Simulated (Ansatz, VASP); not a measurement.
Two plane-wave programs on HfZn

File INCAR:

```
SYSTEM = HfZn
PREC = Accurate
ENCUT = 520
EDIFF = 1E-6
ISMEAR = 0
SIGMA = 0.15
LREAL = .False.
LASPH = .True.
NELM = 60
ALGO = Fast
ISIF = 2
LWAVE = .False.
LCHARG = .True.
LELF = .True.
LVHAR = .True.
NBANDS = 18
```

KPOINTS

```
regular mesh
0
Gamma
  14 14 14
  0 0 0
```

The input POSCAR:

```
HfZn
1.0
    3.2751048400      0.0000000000      0.0000000000
    0.0000000000      3.2751048400      0.0000000000
    0.0000000000      0.0000000000      3.2751048400
Hf Zn
1 1
Direct
    0.4541999394      0.5000000000      0.5000000000
    0.0000000000      0.0000000000      0.0000000000
```

Input for Ansatz:

```yaml
crystal:
  lattice:
    - [3.27510484, 0.0, 0.0]
    - [0.0, 3.27510484, 0.0]
    - [0.0, 0.0, 3.27510484]
  atoms:
    - { symbol: Hf, position: [0.4541999394, 0.5, 0.5] }
    - { symbol: Zn, position: [0.0, 0.0, 0.0] }
basis:
  ecutwfc: 420
kpoints:
  mp_grid: { grid: [14, 14, 14] }
hamiltonian:
  xc: lda
scf:
  occupations: { method: gaussian, width: 0.15 }
output:
  forces: true
  stress: true
  eigenvalues: true
```

Change from the starting cell: all Hf atoms moved +0.150 Å, as atom 1 towards its neighbour atom 1 (Hf) at 3.275 Å.

Alike in both runs: task single point; functional LDA; k mesh 14 × 14 × 14; occupations gaussian, width 0.15 eV; no spin polarisation.

|  | VASP | Ansatz |
| --- | --- | --- |
| version | VASP 6.6.1 | Ansatz 0.2.0 |
| potentials or method | VASP PAW LDA potentials, release 64 (Hf_pv, Zn), cutoff 520 eV | scalar-relativistic, plane waves, PAW |
| valence electrons in the cell | 22 | 38 |

Ansatz gave:

- gap on the k mesh at the Fermi level (eV): none
- pressure (GPa): -5.5
- traceless stress, the component that is largest in VASP (GPa): -0.38
- rms of the force components (eV/Å): 0.368

Task: Which values does VASP return?

Result: gap on the k mesh at the Fermi level (eV): none; pressure (GPa): -5.2; traceless stress, the component that is largest in VASP (GPa): -0.38; rms of the force components (eV/Å): 0.368.

LDA's correlation is that of Perdew and Zunger in VASP and of Perdew and Wang (1992) in Ansatz. Atom by atom the forces differ by 0.001 eV/Å (rms over components). A gap of «none» marks a metal or a gap that the smearing closes. VASP's potentials hold 22 valence electrons a cell and Ansatz's 38, so a difference there can come from the potentials and not from the codes.

Spin-orbit coupling is off throughout.
